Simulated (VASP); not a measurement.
# AlRu (Cm) in VASP: single point with r2SCAN

Aim: the single point of AlRu with r2SCAN.

All numbers are computed with VASP 6.6.1; they aren't measurements. Logs are shortened: lines on timing, memory, paths and dates and some standing lists are left out, and cuts for length are marked.

## Step 1: The cell of the first run

The structure is monoclinic, space group Cm (No. 8). Conventional cell: a = 4.231 Å, b = 4.231 Å, c = 2.992 Å, α = 90.00°, β = 90.00°, γ = 90.00°. Al (site symmetry m) has 4 Ru at 1.93 to 2.50 Å within 2.6 Å. Within 2.6 Å of Ru (site symmetry m) lie 4 Al at 1.93 to 2.50 Å.

## Step 2: Single point, r2SCAN (atom 1 (Al) moved by (-0.600, -0.300) A along [1 1 0] and z)

POSCAR reads:

```
AlRu
1.0
    2.9916000000      0.0000000000      0.0000000000
    0.0000000000      2.9916000000      0.0000000000
    0.0000000000      0.0000000000      2.9916000000
Al Ru
1 1
Direct
   -0.1418184479     -0.1418184479     -0.1002807862
    0.5000000000      0.5000000000      0.5000000000
```

INCAR.step1 reads:

```
SYSTEM = AlRu
  PREC = Accurate
  ENCUT = 520
  ISMEAR = 0
  SIGMA = 0.15
  LREAL = .FALSE.
  LASPH = .TRUE.
  NELM = 60
  NBANDS = 16
  GGA = PE
  ALGO = Normal
  EDIFF = 1E-4
  LWAVE = .TRUE.
  LCHARG = .FALSE.
```

INCAR.step2 reads:

```
SYSTEM = AlRu
  PREC = Accurate
  ENCUT = 520
  EDIFF = 1E-6
  ISMEAR = 0
  SIGMA = 0.15
  LREAL = .FALSE.
  LASPH = .TRUE.
  NELM = 60
  ALGO = Normal
  ISIF = 2
  LWAVE = .FALSE.
  LCHARG = .TRUE.
  METAGGA = R2SCAN
  LMIXTAU = .TRUE.
  LELF = .TRUE.
  LVHAR = .TRUE.
  NBANDS = 16
  ISTART = 1
```

KPOINTS reads:

```
Automatic mesh
0
G
  16 16 16
  0 0 0
```

Potentials or basis: VASP PAW PBE potentials, release 64 (Al, Ru_pv).

Run with:

```
> cat potpaw_PBE.64/Al/POTCAR potpaw_PBE.64/Ru_pv/POTCAR > POTCAR
> cp INCAR.step1 INCAR
> mpirun -np 1 vasp_std > vasp.out
> cp INCAR.step2 INCAR
> mpirun -np 1 vasp_std > vasp.out
```

OUTCAR:

```text
SYSTEM = AlRu
   PREC = Accurate
   ENCUT = 520
   EDIFF = 1E-6
   ISMEAR = 0
   LREAL = .FALSE.
   LASPH = .TRUE.
   NELM = 60
   ISIF = 2
   METAGGA = R2SCAN
   ISTART = 1

 ion  position               nearest neighbor table
   1  0.858  0.858  0.900-   2 1.93   2 2.35   2 2.50   2 2.50   2 2.84   2 2.84   2 2.97   2 3.26

   2  0.500  0.500  0.500-   1 1.93   1 2.35   1 2.50   1 2.50   1 2.84   1 2.84   1 2.97   1 3.26

  LATTYP: Found a simple cubic cell.
 ALAT       =     2.9916000000

  Lattice vectors:

 A1 = (   2.9916000000,   0.0000000000,   0.0000000000)
 A2 = (   0.0000000000,   2.9916000000,   0.0000000000)
 A3 = (   0.0000000000,   0.0000000000,   2.9916000000)

Analysis of symmetry for initial positions (statically):
=====================================================================
 Subroutine PRICEL returns:
 Original cell was already a primitive cell.

 Routine SETGRP: Setting up the symmetry group for a
 simple cubic supercell.

 Subroutine GETGRP returns: Found  2 space group operations
 (whereof  2 operations were pure point group operations)
 out of a pool of 48 trial point group operations.

The static configuration has the point symmetry C_1h.

Analysis of symmetry for dynamics (positions and initial velocities):
=====================================================================
 Subroutine PRICEL returns:
 Original cell was already a primitive cell.

 Routine SETGRP: Setting up the symmetry group for a
 simple cubic supercell.

 Subroutine GETGRP returns: Found  2 space group operations
 (whereof  2 operations were pure point group operations)
 out of a pool of 48 trial point group operations.

The dynamic configuration has the point symmetry C_1h.

 Subroutine INISYM returns: Found  2 space group operations
 (whereof  2 operations are pure point group operations),
 and found     1 'primitive' translations

----------------------------------------------------------------------------------------

                                     Primitive cell

  volume of cell :      26.7738

  direct lattice vectors                    reciprocal lattice vectors
     2.991600000  0.000000000  0.000000000     0.334269287  0.000000000  0.000000000
     0.000000000  2.991600000  0.000000000     0.000000000  0.334269287  0.000000000
     0.000000000  0.000000000  2.991600000     0.000000000  0.000000000  0.334269287

  length of vectors
     2.991600000  2.991600000  2.991600000     0.334269287  0.334269287  0.334269287

  position of ions in fractional coordinates (direct lattice)
     0.858181552  0.858181552  0.899719214
     0.500000000  0.500000000  0.500000000

  ion indices of the primitive-cell ions
   primitive index   ion index
                 1           1
                 2           2

----------------------------------------------------------------------------------------

 KPOINTS: Automatic mesh

Automatic generation of k-mesh.
 Grid dimensions read from file:
 generate k-points for:   16   16   16

 Generating k-lattice:

  Cartesian coordinates                     Fractional coordinates (reciprocal lattice)
     0.020891830  0.000000000  0.000000000     0.062500000  0.000000000  0.000000000
     0.000000000  0.020891830  0.000000000     0.000000000  0.062500000  0.000000000
     0.000000000  0.000000000  0.020891830     0.000000000  0.000000000  0.062500000

  Length of vectors
     0.020891830  0.020891830  0.020891830

  Shift w.r.t. Gamma in fractional coordinates (k-lattice)
     0.000000000  0.000000000  0.000000000

 Subroutine IBZKPT returns following result:
 ===========================================

 Found   1098 irreducible k-points:

 Following reciprocal coordinates:
            Coordinates               Weight
  0.000000  0.000000  0.000000      1.000000
  0.062500  0.000000  0.000000      4.000000
  0.000000  0.000000  0.062500      2.000000
  0.125000  0.000000  0.000000      4.000000
  0.000000  0.000000  0.125000      2.000000
  0.187500  0.000000  0.000000      4.000000
[... 16 lines left out ...]
  0.000000  0.125000  0.062500      4.000000
  0.062500  0.000000  0.125000      4.000000
 [... further k-points ...]
   k-points           NKPTS =   1098   k-points in BZ     NKDIM =   1098   number of bands    NBANDS=     16
   number of dos      NEDOS =    301   number of ions     NIONS =      2
   total plane-waves  NPLWV =  13824
   dimension x,y,z NGX =    24 NGY =   24 NGZ =   24
   dimension x,y,z NGXF=    48 NGYF=   48 NGZF=   48
   ions per type =               1   1
   NGX,Y,Z   is equivalent  to a cutoff of  13.34, 13.34, 13.34 a.u.
   NGXF,Y,Z  is equivalent  to a cutoff of  26.67, 26.67, 26.67 a.u.
 SYSTEM =  AlRu
   PREC   = accura    normal or accurate (medium, high low for compatibility)
   ISTART =      1    job   : 0-new  1-cont  2-samecut
   ICHARG =      0    charge: 1-file 2-atom 10-const
   ISPIN  =      1    spin polarized calculation?
   LNONCOLLINEAR =      F non collinear calculations
   LSORBIT =      F    spin-orbit coupling
   LASPH  =      T    aspherical Exc in radial PAW
   ENCUT  =  520.0 eV  38.22 Ry    6.18 a.u.   5.56  5.56  5.56*2*pi/ulx,y,z
   NELM   =     60;   NELMIN=  2; NELMDL=  0     # of ELM steps
   EDIFF  = 0.1E-05   stopping-criterion for ELM
   LREAL  =      F    real-space projection
   EDIFFG = 0.1E-04   stopping-criterion for IOM
   NSW    =      0    number of steps for IOM
   IBRION =     -1    ionic relax: 0-MD 1-quasi-New 2-CG
   NFREE  =      0    steps in history (QN), initial steepest desc. (CG)
   ISIF   =      2    stress and relaxation
   ISYM   =      2    0-nonsym 1-usesym 2-fastsym
   POTIM  = 0.5000    time-step for ionic-motion
   TEBEG  =    0.0;   TEEND  =   0.0 temperature during run
   PSTRESS=    0.0 pullay stress
   NELECT =      17.0000    total number of electrons
   NUPDOWN=      -1.0000    fix difference up-down
   EMIN   =  10.00;   EMAX   =-10.00  energy-range for DOS
   EFERMI =   0.00;   METHOD = LEGACY
   ISMEAR =     0;   SIGMA  =   0.15  broadening in eV -4-tet -1-fermi 0-gaus
   EFERMI_NEDOS =   21; number of points for ismear=-14 and -15
   IALGO  =     38    algorithm
   IMIX   =      4    mixing-type and parameters
     AMIX     =   0.40;   BMIX     =  1.00
     AMIX_MAG =   1.60;   BMIX_MAG =  1.00
  volume/ion in A,a.u.               =      13.39        90.34
  Fermi-wavevector in a.u.,A,eV,Ry     =   1.407087  2.659009 26.938090  1.979894
  Thomas-Fermi vector in A             =   2.529382
   LORBIT       =      0    0 simple, 1 ext, 2 COOP (PROOUT), +10 PAW based schemes
   METAGGA = R2SCAN    functional components
   LHFCALC =     F    Hartree Fock is set to
   AEXX    =    0.0000 exact exchange contribution
   IVDW    =     0    specifies the selected vdW correction
   LEPSILON=     F    determine dielectric tensor
   LRPA    =     F    only Hartree local field effects (RPA)
 non-spin polarized calculation
 Gauss-broadening in eV      SIGMA  =   0.15
  energy-cutoff  :      520.00
  volume of cell :       26.77
 maximum number of plane-waves:       739
 NGX is ok and might be reduce to    24
   NGX = 11   NGY = 11   NGZ = 11

 number of electron      16.9999995 magnetization

 Free energy of the ion-electron system (eV)
  ---------------------------------------------------
  ext. energy  EPLUGINS =         0.00000000
  ---------------------------------------------------
  free energy    TOTEN  =       -30.93438547 eV

  energy without entropy =      -30.91450934  energy(sigma->0) =      -30.92444740

 E-fermi :  10.3680     XC(G=0): -13.4190

 val. band max:       10.3671438379   @ k =  -0.1250   0.2500   0.5000
 cond. band min:      10.3684568845   @ k =   0.3125   0.1250   0.5000
 fundamental gap:      0.0013130467
 Fermi energy:        10.3679912564

 k-point     1 :       0.0000    0.0000    0.0000
  band No.  band energies     occupation
      1     -32.7660      2.00000
      2     -32.5079      2.00000
      3     -32.4666      2.00000
      4       0.6227      2.00000
      5       6.2525      2.00000
      6       6.3793      2.00000
[... 8 lines left out ...]
     15      22.8304      0.00000
     16      24.7763      0.00000

 k-point     2 :       0.0625    0.0000    0.0000
  band No.  band energies     occupation
      1     -32.7684      2.00000
      2     -32.5093      2.00000
      3     -32.4706      2.00000
      4       0.7017      2.00000
      5       6.2781      2.00000
      6       6.4131      2.00000
[... 8 lines left out ...]
     15      23.0203      0.00000
     16      25.0390      0.00000

 k-point     3 :       0.0000    0.0000    0.0625
  band No.  band energies     occupation
      1     -32.7692      2.00000
      2     -32.5133      2.00000
      3     -32.4658      2.00000
      4       0.7038      2.00000
      5       6.2922      2.00000
      6       6.4030      2.00000
[... 8 lines left out ...]
     15      22.9463      0.00000
     16      25.1339      0.00000

 k-point     4 :       0.1250    0.0000    0.0000
  band No.  band energies     occupation
      1     -32.7760      2.00000
      2     -32.5158      2.00000
      3     -32.4782      2.00000
      4       0.9352      2.00000
      5       6.3486      2.00000
      6       6.5038      2.00000
[... 8 lines left out ...]
     15      23.3976      0.00000
     16      25.9049      0.00000
[... 324 lines left out ...]
 k-point    22 :       0.1250    0.0625    0.0000
  band No.  band energies     occupation
      1     -32.7786      2.00000
      2     -32.5155      2.00000
      3     -32.4835      2.00000
      4       1.0131      2.00000
      5       6.3839      2.00000
      6       6.5365      2.00000
[... 8 lines left out ...]
     15      23.6040      0.00000
     16      25.8722      0.00000

 k-point    23 :       0.0000    0.1250    0.0625
  band No.  band energies     occupation
      1     -32.7794      2.00000
      2     -32.5204      2.00000
      3     -32.4779      2.00000
      4       1.0147      2.00000
      5       6.3902      2.00000
      6       6.5322      2.00000
[... 8 lines left out ...]
     15      23.6479      0.00000
     16      25.8525      0.00000

 k-point    24 :       0.0625    0.0000    0.1250
  band No.  band energies     occupation
      1     -32.7821      2.00000
      2     -32.5287      2.00000
      3     -32.4674      2.00000
      4       1.0209      2.00000
      5       6.4249      2.00000
      6       6.5100      2.00000
[... 8 lines left out ...]
     15      23.4495      0.00000
     16      26.0285      0.00000

 [... further k-points ...]

------------------------ aborting loop because EDIFF is reached ----------------------------------------

  FORCE on cell =-STRESS in cart. coord.  units (eV):
  Direction    XX          YY          ZZ          XY          YZ          ZX
  --------------------------------------------------------------------------------------
  -------------------------------------------------------------------------------------
  Total        5.8853896      5.8853896      8.1382208      5.8805132      5.3728340      5.3728337
  in kB      352.1885462    352.1885462    487.0005780    351.8967331    321.5166233    321.5166057
  external PRESSURE =     397.1258902 kB  Pullay stress =       0.0000000 kB

 VOLUME and BASIS-vectors are now :
 -----------------------------------------------------------------------------
  energy-cutoff  :      520.00
  volume of cell :       26.77
      direct lattice vectors                 reciprocal lattice vectors
     2.991600000  0.000000000  0.000000000     0.334269287  0.000000000  0.000000000
     0.000000000  2.991600000  0.000000000     0.000000000  0.334269287  0.000000000
     0.000000000  0.000000000  2.991600000     0.000000000  0.000000000  0.334269287

 POSITION                                       TOTAL-FORCE (eV/Angst)
 -----------------------------------------------------------------------------------
      2.56734      2.56734      2.69160         6.708007      6.708007      6.087010
      1.49580      1.49580      1.49580        -6.708007     -6.708007     -6.087010
 -----------------------------------------------------------------------------------
    total drift:                                0.000221      0.000221     -0.000197

  FREE ENERGIE OF THE ION-ELECTRON SYSTEM (eV)
  ---------------------------------------------------
  free  energy   TOTEN  =       -30.9343854698 eV

  energy  without entropy=      -30.9145093376  energy(sigma->0) =      -30.92444740
```

Run time: 8.2 min. Hardware: 1 thread of Intel Xeon Platinum 8488C (Sapphire Rapids), shared host; peak memory 0.53 GiB.

What came out:

```yaml
Free_energy: -30.9344 eV
Pressure: 39.7 GPa
Largest_force: 11.271 eV/Å
Band_gap_on_the_k_mesh: zero (an odd number of electrons rules out a gap without spin polarisation)
```

Forces in eV/Å, atoms in the order of the input:
```
Al   6.708  6.708  6.087
Ru  -6.708 -6.708 -6.087
```

Levels at points of the mesh, in eV from the Fermi level:
```
           k point  band 5  band 6  band 7  band 8  band 9  band 10  band 11  band 12  band 13  band 14
(0.00, 0.00, 0.00)   -4.12   -3.99   -0.59    0.23    0.27     6.83     7.00     8.52    11.14    12.35
(0.50, 0.00, 0.00)   -5.09   -3.39   -1.86   -1.57    0.18     2.56     8.60    11.14    11.71    12.08
(0.00, 0.00, 0.50)   -5.19   -3.29   -1.86   -1.71    0.31     2.38     8.36    11.14    11.42    12.50
(0.50, 0.50, 0.00)   -3.78   -1.80   -1.76   -0.53   -0.23     1.60     5.50     6.60    11.14    12.88
(0.00, 0.50, 0.50)   -3.49   -1.92   -1.63   -0.36   -0.14     1.56     5.50     6.35    11.14    13.23
(0.50, 0.50, 0.50)   -4.70   -4.57    1.64    1.69    2.52     4.25     4.43     5.42     9.35     9.47
```

Caveat: the cell differs from its parent crystal (atom 1 (Al) moved by (-0.600, -0.300) A along [1 1 0] and z); the cell stands under pressure; the PAW data sets were made with another functional, which shifts forces and pressure a little.
